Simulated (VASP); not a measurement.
# HfB2 (P6/mmm) in VASP: further runs, part 2 of 2

VASP 6.6.1.

## 6. Single point, r2SCAN, non-collinear spin, zero start, spin-orbit coupling

POSCAR

```
HfB2
1.0
    3.1400000000      0.0000000000      0.0000000000
   -1.5700000000      2.7193197679      0.0000000000
    0.0000000000      0.0000000000      3.4800000000
Hf B
1 2
Direct
    0.0000000000      0.0000000000      0.0000000000
    0.6666666667      0.3333333333      0.5000000000
    0.3333333333      0.6666666667      0.5000000000
```

INCAR.step1

```
  PREC = Accurate
  ENCUT = 520
  ISMEAR = -1
  SIGMA = 0.05
  LREAL = F
  LASPH = T
  NELM = 150
  MAGMOM = 0 0 0 0 0 0 0 0 0
  LSORBIT = T
  GGA_COMPAT = F
  LMAXMIX = 4
  NBANDS = 29
  GGA = PE
  ALGO = Normal
  EDIFF = 1E-4
  LWAVE = T
  LCHARG = F
```

INCAR.step2

```
  PREC = Accurate
  ENCUT = 520
  EDIFF = 1E-6
  ISMEAR = -1
  SIGMA = 0.05
  LREAL = F
  LASPH = T
  NELM = 150
  ALGO = Normal
  ISIF = 2
  LWAVE = F
  LCHARG = T
  MAGMOM = 0 0 0 0 0 0 0 0 0
  LORBIT = 11
  LSORBIT = T
  GGA_COMPAT = F
  LORBMOM = T
  LMAXMIX = 4
  METAGGA = R2SCAN
  LMIXTAU = T
  LVHAR = T
  NBANDS = 29
  ISTART = 1
```

KPOINTS

```
regular mesh
0
Gamma
  7 7 6
```

Potentials or basis: VASP PAW PBE potentials, release 64 (Hf_pv, B).

The run is started by

```
$ cat potpaw_PBE.64/Hf_pv/POTCAR potpaw_PBE.64/B/POTCAR > POTCAR
$ cp INCAR.step1 INCAR
$ mpirun -np 1 vasp_ncl > vasp.out
$ cp INCAR.step2 INCAR
$ mpirun -np 1 vasp_ncl > vasp.out
```

OUTCAR:

```text
PREC = Accurate
   ENCUT = 520
   EDIFF = 1E-6
   ISMEAR = -1
   LREAL = F
   LASPH = T
   NELM = 150
   ISIF = 2
   LORBIT = 11
   LSORBIT = T
   METAGGA = R2SCAN
   ISTART = 1

 ion  position               nearest neighbor table
   1  0.000  0.000  0.000-   2 2.51   3 2.51   2 2.51   3 2.51   2 2.51   2 2.51   3 2.51   3 2.51
                             2 2.51   2 2.51   3 2.51   3 2.51
   2  0.667  0.333  0.500-   3 1.81   3 1.81   3 1.81   1 2.51   1 2.51   1 2.51   1 2.51   1 2.51
                             1 2.51
   3  0.333  0.667  0.500-   2 1.81   2 1.81   2 1.81   1 2.51   1 2.51   1 2.51   1 2.51   1 2.51
                             1 2.51

  LATTYP: Found a hexagonal cell.
 ALAT       =     3.1400000000
 C/A-ratio  =     1.1082802548

  Lattice vectors:

 A1 = (   3.1400000000,   0.0000000000,   0.0000000000)
 A2 = (  -1.5700000000,   2.7193197679,   0.0000000000)
 A3 = (   0.0000000000,   0.0000000000,   3.4800000000)

Analysis of symmetry for initial positions (statically):
=====================================================================
 Subroutine PRICEL returns:
 Original cell was already a primitive cell.

 Routine SETGRP: Setting up the symmetry group for a
 hexagonal supercell.

 Subroutine GETGRP returns: Found 24 space group operations
 (whereof 24 operations were pure point group operations)
 out of a pool of 24 trial point group operations.

The static configuration has the point symmetry D_6h.

Analysis of symmetry for dynamics (positions and initial velocities):
=====================================================================
 Subroutine PRICEL returns:
 Original cell was already a primitive cell.

 Routine SETGRP: Setting up the symmetry group for a
 hexagonal supercell.

 Subroutine GETGRP returns: Found 24 space group operations
 (whereof 24 operations were pure point group operations)
 out of a pool of 24 trial point group operations.

The dynamic configuration has the point symmetry D_6h.

Analysis of structural, dynamic, and magnetic symmetry:
=====================================================================
 Subroutine PRICEL returns:
 Original cell was already a primitive cell.

 Routine SETGRP: Setting up the symmetry group for a
 hexagonal supercell.

 Subroutine GETGRP returns: Found 24 space group operations
 (whereof 24 operations were pure point group operations)
 out of a pool of 24 trial point group operations.

The overall configuration has the point symmetry D_6h.

 Subroutine INISYM returns: Found 24 space group operations
 (whereof 24 operations are pure point group operations),
 and found     1 'primitive' translations

----------------------------------------------------------------------------------------

                                     Primitive cell

  volume of cell :      29.7146

  direct lattice vectors                    reciprocal lattice vectors
     3.140000000  0.000000000  0.000000000     0.318471338  0.183869512  0.000000000
    -1.570000000  2.719319768  0.000000000     0.000000000  0.367739025  0.000000000
     0.000000000  0.000000000  3.480000000     0.000000000  0.000000000  0.287356322

  length of vectors
     3.140000000  3.140000000  3.480000000     0.367739025  0.367739025  0.287356322

[... 893 lines left out ...]
  -------------------------------------------------------------------------------------
  Total       -0.2393717     -0.2393717     -0.1655417      0.0000000     -0.0000000      0.0000000
  in kB      -12.9066712    -12.9066712     -8.9258351      0.0000000     -0.0000000      0.0000000
  external PRESSURE =     -11.5797259 kB  Pullay stress =       0.0000000 kB

 VOLUME and BASIS-vectors are now :
 -----------------------------------------------------------------------------
  energy-cutoff  :      520.00
  volume of cell :       29.71
      direct lattice vectors                 reciprocal lattice vectors
     3.140000000  0.000000000  0.000000000     0.318471338  0.183869512  0.000000000
    -1.570000000  2.719319768  0.000000000     0.000000000  0.367739025  0.000000000
     0.000000000  0.000000000  3.480000000     0.000000000  0.000000000  0.287356322

 POSITION                                       TOTAL-FORCE (eV/Angst)
 -----------------------------------------------------------------------------------
      0.00000      0.00000      0.00000         0.000000      0.000000     -0.000000
      1.57000      0.90644      1.74000        -0.000000      0.000000     -0.000000
     -0.00000      1.81288      1.74000         0.000000      0.000000      0.000000
 -----------------------------------------------------------------------------------
    total drift:                               -0.000000      0.000000     -0.000000

  FREE ENERGIE OF THE ION-ELECTRON SYSTEM (eV)
  ---------------------------------------------------
  free  energy   TOTEN  =       -63.7210861992 eV

  energy  without entropy=      -63.7183713067  energy(sigma->0) =      -63.71972875

 orbital moment (x)

 # of ion     p       d       tot
 ----------------------------------------
  1         0.000   0.000   0.000
  2        -0.000   0.000  -0.000
  3        -0.000   0.000  -0.000
 ----------------------------------------
           -0.000   0.000  -0.000

 orbital moment (y)

 # of ion     p       d       tot
 ----------------------------------------
  1         0.000  -0.000   0.000
  2        -0.000   0.000  -0.000
  3        -0.000   0.000  -0.000
 ----------------------------------------
           -0.000  -0.000  -0.000

 orbital moment (z)

 # of ion     p       d       tot
 ----------------------------------------
  1         0.000   0.000   0.000
  2        -0.000   0.000  -0.000
  3        -0.000   0.000  -0.000
 ----------------------------------------
           -0.000   0.000   0.000

 Spin-Orbit-Coupling matrix elements

 Ion:    1  E_soc:     -1.2684228
 l=   1
     0.0000000    -0.2029798    -0.2038034
    -0.2029798     0.0000000    -0.2029798
    -0.2038034    -0.2029798     0.0000000
 l=   2
     0.0000000    -0.0016046     0.0000000    -0.0016046    -0.0079230
    -0.0016046     0.0000000    -0.0043997    -0.0013077    -0.0016046
     0.0000000    -0.0043997     0.0000000    -0.0043997     0.0000000
    -0.0016046    -0.0013077    -0.0043997     0.0000000    -0.0016046
    -0.0079230    -0.0016046     0.0000000    -0.0016046     0.0000000
 l=   3
     0.0000000     0.0000000     0.0000000     0.0000000     0.0000000     0.0000000     0.0000000
     0.0000000     0.0000000     0.0000000     0.0000000     0.0000000     0.0000000     0.0000000
     0.0000000     0.0000000     0.0000000     0.0000000     0.0000000     0.0000000     0.0000000
     0.0000000     0.0000000     0.0000000     0.0000000     0.0000000     0.0000000     0.0000000
[... 29 lines left out ...]
 l=   2
     0.0000000     0.0000000     0.0000000     0.0000000     0.0000000
     0.0000000     0.0000000     0.0000000     0.0000000     0.0000000
     0.0000000     0.0000000     0.0000000     0.0000000     0.0000000
     0.0000000     0.0000000     0.0000000     0.0000000     0.0000000
     0.0000000     0.0000000     0.0000000     0.0000000     0.0000000
 l=   3
     0.0000000     0.0000000     0.0000000     0.0000000     0.0000000     0.0000000     0.0000000
     0.0000000     0.0000000     0.0000000     0.0000000     0.0000000     0.0000000     0.0000000
     0.0000000     0.0000000     0.0000000     0.0000000     0.0000000     0.0000000     0.0000000
     0.0000000     0.0000000     0.0000000     0.0000000     0.0000000     0.0000000     0.0000000
     0.0000000     0.0000000     0.0000000     0.0000000     0.0000000     0.0000000     0.0000000
     0.0000000     0.0000000     0.0000000     0.0000000     0.0000000     0.0000000     0.0000000
     0.0000000     0.0000000     0.0000000     0.0000000     0.0000000     0.0000000     0.0000000

 total charge

# of ion       s       p       d       tot
------------------------------------------
    1        0.301   6.639   1.826   8.766
    2        0.678   1.272   0.000   1.949
    3        0.678   1.272   0.000   1.949
--------------------------------------------------
tot          1.656   9.183   1.826  12.665

 magnetization (x)

# of ion       s       p       d       tot
------------------------------------------
    1        0.000   0.000  -0.000  -0.000
    2        0.000  -0.000   0.000  -0.000
    3        0.000  -0.000   0.000  -0.000
--------------------------------------------------
tot          0.000  -0.000  -0.000  -0.000

 magnetization (y)

# of ion       s       p       d       tot
------------------------------------------
    1        0.000  -0.000   0.000   0.000
    2        0.000   0.000   0.000   0.000
    3        0.000   0.000   0.000   0.000
--------------------------------------------------
tot          0.000   0.000   0.000   0.000

 magnetization (z)

# of ion       s       p       d       tot
------------------------------------------
    1        0.000  -0.000   0.000   0.000
    2        0.000   0.000   0.000   0.000
    3        0.000   0.000   0.000   0.000
--------------------------------------------------
tot          0.000  -0.000   0.000   0.000
```

It took 6.2 min on 1 thread of Intel Xeon 8259CL, shared host; peak memory 0.25 GiB.

Results:

| Property | Result |
| --- | --- |
| Free energy | -63.7211 eV |
| Pressure | -1.2 GPa |
| Net moment | 0.00 μB per cell |
| Valence electrons inside the program's atomic spheres | Hf 8.77; B 1.95 |

Moments on the atoms (μB; x, y, z):
```
Hf  0.00 0.00 0.00
B   0.00 0.00 0.00
B   0.00 0.00 0.00
```

Caveat: the PAW data sets were made with another functional, which shifts forces and pressure a little.

## 7. Overview

| task | level | spin | cell | k mesh | cutoff (eV) | smearing | gap on the mesh (eV) | pressure (GPa) | relaxed volume (Å³/atom) |
| --- | --- | --- | --- | --- | --- | --- | --- | --- | --- |
| single point | PBE | off | as given | 10 × 10 × 8 | 520 | gaussian 0.027 eV | none | 1.0 | - |
| single point | PBE | off | as given | 10 × 10 × 8 | 520 | gaussian 0.028 eV | none | 1.0 | - |
| relaxation of cell and atoms | PBE+D3(BJ) | off | relaxed | 10 × 10 × 8 | 600 | fermi-dirac 0.05 eV | none | 0.0 | 9.71 |
| relaxation of cell and atoms | PBE+D4 | off | relaxed | 10 × 10 × 8 | 600 | fermi-dirac 0.05 eV | none | 0.1 | 9.71 |
| single point | r2SCAN | non-collinear, zero start, SOC | as given | 7 × 7 × 6 | 520 | fermi-dirac 0.05 eV | - | -1.2 | - |

Alike in all rows: potentials or basis VASP PAW PBE potentials, release 64 (Hf_pv, B).

The pressure there spans -1.2 GPa (r2SCAN) to 1.0 GPa (PBE); a positive pressure means that this level wants a larger cell, a negative one a smaller.

Caveats: spin-orbit coupling is left out, which moves the levels of the heavy elements (at least some runs); the PAW data sets were made with another functional, which shifts forces and pressure a little (at least some runs).

Total energies depend on the potentials used, so only differences within one code and one set of settings carry meaning.
